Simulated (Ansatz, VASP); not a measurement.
**Sc2AlF3: VASP beside Ansatz**

```
Sc Al F
1.0
     5.46850    0.00000    0.00000
    -2.73425    4.73586    0.00000
     0.00000    0.00000    4.00724
Sc Al F
2 1 3
Direct
  0.33333 0.66667 0.50000
  0.66667 0.33333 0.50000
  0.00000 0.00000 0.50000
  0.33333 0.66667 0.00000
  0.66667 0.33333 0.00000
  0.00000 0.00000 0.00000
```

Alike in both runs: functional PBE; k mesh 6 × 6 × 4; occupations gaussian, width 0.1 eV; collinear spin.

Ansatz relaxed the structure, and its values are those at the end. VASP's run is a single point on that final structure, the one shown.

|  | VASP | Ansatz |
| --- | --- | --- |
| version | VASP 6.6.1 | Ansatz 0.2.0 |
| potentials or method | VASP PAW PBE potentials, release 64 (Sc_sv, Al, F), cutoff 520 eV | scalar-relativistic, plane waves, PAW |
| valence electrons in the cell | 46 | 46 |

```csv
,VASP,Ansatz,Ansatz less VASP
gap on the k mesh at the Fermi level (eV),none,none,-
pressure (GPa),0.4,0.2,-0.16
net moment per atom (μB),0.00,0.00,0.000
```

A gap of «none» marks a metal or a gap that the smearing closes. Ansatz's warnings: seeded moment not kept.

The k mesh is coarse, so the values compare programs but aren't converged.
